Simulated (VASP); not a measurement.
# ScAl3 (R-3m) in VASP: further runs, part 2 of 2

VASP 6.6.1.

## 3. Single point, PBE

This run uses another cell than the first one, of the same volume but with other edges.

INCAR

```
ALGO = Fast
EDIFF = 1E-6
ENCUT = 520
GGA = PE
ISIF = 2
ISMEAR = 0
LASPH = T
LCHARG = F
LREAL = F
LWAVE = F
NBANDS = 18
NELM = 100
PREC = Accurate
SIGMA = 0.15
```

KPOINTS

```
k-points
0
Gamma
  14 14 14
```

POSCAR

```
ScAl3
1.0
    4.1077138798     -0.0981365091     -0.0981365091
   -0.0981365091      4.1077138798     -0.0981365091
   -0.0981365091     -0.0981365091      4.1077138798
Sc Al
1 3
Direct
    0.0000000000      0.0000000000      0.0000000000
    0.5000000000      0.0000000000      0.5000000000
    0.0000000000      0.5000000000      0.5000000000
    0.5000000000      0.5000000000      0.0000000000
```

Potentials or basis: VASP PAW PBE potentials, release 64 (Sc_sv, Al).

The run is started by

```bash
$ cat potpaw_PBE.64/Sc_sv/POTCAR potpaw_PBE.64/Al/POTCAR > POTCAR
$ mpirun -np 1 vasp_std > vasp.out
```

OUTCAR:

```text
EDIFF = 1E-6
   ENCUT = 520
   GGA = PE
   ISIF = 2
   ISMEAR = 0
   LASPH = T
   LREAL = F
   NELM = 100
   PREC = Accurate

 ion  position               nearest neighbor table
   1  0.000  0.000  0.000-   2 2.84   3 2.84   4 2.84   3 2.84   2 2.84   4 2.84   4 2.97   2 2.97
                             2 2.97   4 2.97   3 2.97   3 2.97
   2  0.500  0.000  0.500-   1 2.84   3 2.84   4 2.84   4 2.84   1 2.84   3 2.84   4 2.97   1 2.97
                             1 2.97   3 2.97   4 2.97   3 2.97
   3  0.000  0.500  0.500-   1 2.84   2 2.84   4 2.84   1 2.84   4 2.84   2 2.84   2 2.97   1 2.97
                             2 2.97   4 2.97   4 2.97   1 2.97
   4  0.500  0.500  0.000-   1 2.84   2 2.84   3 2.84   2 2.84   3 2.84   1 2.84   2 2.97   2 2.97
                             1 2.97   3 2.97   3 2.97   1 2.97

  LATTYP: Found a trigonal (rhomboedric) cell.
 ALAT       =     4.1100577693
 COS(alpha) =    -0.0471569688

  Lattice vectors:

 A1 = (   4.1077138798,  -0.0981365091,  -0.0981365091)
 A2 = (  -0.0981365091,   4.1077138798,  -0.0981365091)
[... 179 lines left out ...]
  energy without entropy =      -19.18419043  energy(sigma->0) =      -19.19212322

 E-fermi :   7.1104     XC(G=0): -10.3644

 val. band max:        7.1013326384   @ k =   0.5000   0.1429   0.0714
 cond. band min:       7.1169464597   @ k =   0.4286   0.3571   0.2143
 fundamental gap:      0.0156138213
 Fermi energy:         7.1104050318

 k-point     1 :       0.0000    0.0000    0.0000
  band No.  band energies     occupation
      1     -41.8680      2.00000
      2     -20.5754      2.00000
      3     -20.5754      2.00000
      4     -20.5535      2.00000
      5      -2.8056      2.00000
      6       4.5611      2.00000
[... 481 lines left out ...]
      5      -1.8599      2.00000
      6       1.7278      2.00000
[... 10 lines left out ...]
     17      11.9112      0.00000
     18      12.6803      0.00000

 [... further k-points ...]

------------------------ aborting loop because EDIFF is reached ----------------------------------------

  FORCE on cell =-STRESS in cart. coord.  units (eV):
  Direction    XX          YY          ZZ          XY          YZ          ZX
  --------------------------------------------------------------------------------------
  -------------------------------------------------------------------------------------
  Total        0.3229666      0.3229666      0.3229666      1.4707365      1.4707365      1.4707365
  in kB        7.4786608      7.4786608      7.4786608     34.0565806     34.0565806     34.0565806
  external PRESSURE =       7.4786608 kB  Pullay stress =       0.0000000 kB

 VOLUME and BASIS-vectors are now :
 -----------------------------------------------------------------------------
  energy-cutoff  :      520.00
  volume of cell :       69.19
      direct lattice vectors                 reciprocal lattice vectors
     4.107713880 -0.098136509 -0.098136509     0.243729451  0.005965406  0.005965406
    -0.098136509  4.107713880 -0.098136509     0.005965406  0.243729451  0.005965406
    -0.098136509 -0.098136509  4.107713880     0.005965406  0.005965406  0.243729451

 POSITION                                       TOTAL-FORCE (eV/Angst)
 -----------------------------------------------------------------------------------
      0.00000      0.00000      0.00000        -0.000000      0.000000      0.000000
      2.00479     -0.09814      2.00479         0.000000      0.000000     -0.000000
     -0.09814      2.00479      2.00479        -0.000000     -0.000000      0.000000
      2.00479      2.00479     -0.09814        -0.000000     -0.000000      0.000000
 -----------------------------------------------------------------------------------
    total drift:                                0.000000      0.000000      0.000000

  FREE ENERGIE OF THE ION-ELECTRON SYSTEM (eV)
  ---------------------------------------------------
  free  energy   TOTEN  =       -19.2000560174 eV

  energy  without entropy=      -19.1841904268  energy(sigma->0) =      -19.19212322
```

OSZICAR:

```text
N       E                     dE             d eps       ncg     rms          rms(c)
DAV:   1     0.107482764198E+03    0.10748E+03   -0.82034E+03 10376   0.999E+02
DAV:   2    -0.152868812131E+02   -0.12277E+03   -0.11981E+03 10434   0.288E+02
DAV:   3    -0.200924858895E+02   -0.48056E+01   -0.46392E+01 15806   0.552E+01
DAV:   4    -0.202110902229E+02   -0.11860E+00   -0.11822E+00 15910   0.875E+00
DAV:   5    -0.202131402464E+02   -0.20500E-02   -0.20498E-02 15192   0.101E+00    0.872E+00
RMM:   6    -0.191360038576E+02    0.10771E+01   -0.18222E+00 10762   0.150E+01    0.261E+00
RMM:   7    -0.192571991721E+02   -0.12120E+00   -0.22556E+00 14272   0.648E+00    0.143E+00
RMM:   8    -0.191999742294E+02    0.57225E-01   -0.14439E-01 11784   0.445E+00    0.160E+00
RMM:   9    -0.192041661896E+02   -0.41920E-02   -0.88301E-02 14854   0.219E+00    0.659E-01
RMM:  10    -0.191996020350E+02    0.45642E-02   -0.19854E-02 13094   0.134E+00    0.122E-01
RMM:  11    -0.192003142037E+02   -0.71217E-03   -0.55435E-03 14539   0.493E-01    0.891E-02
RMM:  12    -0.192000815009E+02    0.23270E-03   -0.13429E-03 16183   0.274E-01    0.318E-02
RMM:  13    -0.192001340590E+02   -0.52558E-04   -0.23848E-04 15695   0.103E-01    0.687E-02
RMM:  14    -0.192000485860E+02    0.85473E-04   -0.21499E-04 14155   0.167E-01    0.353E-02
RMM:  15    -0.192000546836E+02   -0.60976E-05   -0.60948E-05 14832   0.551E-02    0.237E-02
RMM:  16    -0.192000558170E+02   -0.11334E-05   -0.11542E-05 14036   0.301E-02    0.225E-02
RMM:  17    -0.192000560174E+02   -0.20048E-06   -0.13864E-06 11282   0.181E-02
   1 F= -.19200056E+02 E0= -.19192123E+02  d E =-.158656E-01
```

It took 5.3 min on 1 thread of Intel Xeon Platinum 8259CL at 2.50GHz (Skylake/Cascade Lake), shared host; peak memory 0.43 GiB.

Results:

| Item | Value |
| --- | --- |
| Free energy | -19.2001 eV |
| Pressure | 0.7 GPa |
| Band gap on the k mesh | zero (bands 10 and 11 overlap by 3.04 eV) |

Levels at points of the mesh, in eV from the Fermi level:
```csv
k point,band 8,band 9,band 10,band 11,band 12,band 13
"(0.00, 0.00, 0.00)",-1.87,-1.87,-1.50,1.10,1.31,1.31
"(0.50, 0.00, 0.00)",-1.58,-1.33,0.41,0.92,1.48,1.58
"(0.50, 0.50, 0.00)",-4.27,-0.61,-0.46,1.18,1.46,2.13
"(0.50, 0.50, 0.50)",-4.23,-3.09,-3.09,-2.46,0.99,2.60
```

## 4. Single point, PBE

This run uses another cell than the first one, of the same volume but with other edges.

INCAR

```
SYSTEM = ScAl3
  PREC = Accurate
  ENCUT = 520
  EDIFF = 1E-7
  ISMEAR = 0
  SIGMA = 0.15
  LREAL = .FALSE.
  LASPH = .TRUE.
  NELM = 60
  ALGO = Fast
  ISIF = 2
  LWAVE = .FALSE.
  LCHARG = .FALSE.
  GGA = PE
  NBANDS = 18
```

KPOINTS

```
Automatic mesh
0
G
  14 14 14
  0 0 0
```

POSCAR

```
ScAl3
1.0
    4.1080559131      0.1067027510      0.1067027510
    0.1067027510      4.1080559131      0.1067027510
    0.1067027510      0.1067027510      4.1080559131
Sc Al
1 3
Direct
    0.0000000000      0.0000000000      0.0000000000
    0.5000000000      0.0000000000      0.5000000000
    0.0000000000      0.5000000000      0.5000000000
    0.5000000000      0.5000000000      0.0000000000
```

The run is started by

```bash
$ cat potpaw_PBE.64/Sc_sv/POTCAR potpaw_PBE.64/Al/POTCAR > POTCAR
$ mpirun -np 1 vasp_std > vasp.out
```

Wall time 6.3 min (1 thread of Intel Xeon Platinum 8259CL at 2.50GHz (Skylake/Cascade Lake), shared host); peak memory 0.44 GiB.

Results (log left out):

```yaml
Free_energy: -19.1837 eV
Pressure: 0.9 GPa
Band_gap_on_the_k_mesh: zero (bands 10 and 11 overlap by 3.20 eV)
```

Stress tensor (GPa, compression positive):
```
 0.90 -3.73 -3.73
-3.73  0.90 -3.73
-3.73 -3.73  0.90
```

Levels at points of the mesh, in eV from the Fermi level:
| k point | band 8 | band 9 | band 10 | band 11 | band 12 | band 13 |
| --- | --- | --- | --- | --- | --- | --- |
| (0.00, 0.00, 0.00) | -2.02 | -1.61 | -1.61 | 1.16 | 1.27 | 1.27 |
| (0.50, 0.00, 0.00) | -1.61 | -1.33 | 0.40 | 0.89 | 1.54 | 1.56 |
| (0.50, 0.50, 0.00) | -4.27 | -0.70 | -0.38 | 1.14 | 1.46 | 2.13 |
| (0.50, 0.50, 0.50) | -4.38 | -3.27 | -2.68 | -2.68 | 0.99 | 2.59 |

## 5. The runs side by side

```csv
cell,further INCAR settings,gap on the mesh (eV),pressure (GPa)
"a = 4.392 Å, angles 67.3°, 4 atoms",ALGO = Fast; EDIFF = 1e-06; NBANDS = 18,none,37.7
"a = 4.110 Å, angles 92.7°, 4 atoms",ALGO = Fast; EDIFF = 1e-06; NBANDS = 18,none,0.7
"a = 4.111 Å, angles 87.0°, 4 atoms",ALGO = Fast; EDIFF = 1e-07; NBANDS = 18,none,0.9
```

Alike in all rows: task single point; level PBE; potentials or basis VASP PAW PBE potentials, release 64 (Sc_sv, Al); no spin polarisation; k mesh 14 × 14 × 14; cutoff (eV) 520; smearing gaussian 0.15 eV.

Caveats: the cell stands under pressure (at least some runs).

Absolute energies hang on the potentials; compare differences alone.
